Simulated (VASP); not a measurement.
Here is a VASP 6.6.1 calculation.

Contents of INCAR:

```
SYSTEM = Cu3S
PREC = Accurate
ENCUT = 520
EDIFF = 1E-6
ISMEAR = 0
SIGMA = 0.1
LREAL = .FALSE.
LASPH = .TRUE.
NELM = 100
ALGO = Normal
ISIF = 2
LWAVE = .FALSE.
LCHARG = .FALSE.
GGA = PE
NBANDS = 28
```

Contents of KPOINTS:

```
regular mesh
0
G
  12 12 12
  0 0 0
```

The input POSCAR:

```
Cu3S
1.0
    3.7055346662      0.0000000000      0.0000000000
    0.0000000000      3.7055346662      0.0000000000
    0.0000000000      0.0000000000      3.7055346662
Cu S
3 1
Direct
    0.0000000000      0.5000000000      0.5000000000
    0.5000000000      0.0000000000      0.5000000000
    0.5000000000      0.5000000000      0.0000000000
    0.0000000000      0.0000000000      0.0000000000
```

Potentials or basis: VASP PAW PBE potentials, release 64 (Cu, S).

The run is started by

```bash
$ cat potpaw_PBE.64/Cu/POTCAR potpaw_PBE.64/S/POTCAR > POTCAR
$ mpirun -np 1 vasp_std > vasp.out
```

Problem. Predict the band gap on the k mesh.

Solution. Zero (an odd number of electrons rules out a gap without spin polarisation).

Problem. What does it give for the pressure?

Solution. 0.3 GPa.

With open d or f shells a metallic result of PBE can be an artefact of self-interaction; +U or a hybrid may open a gap.
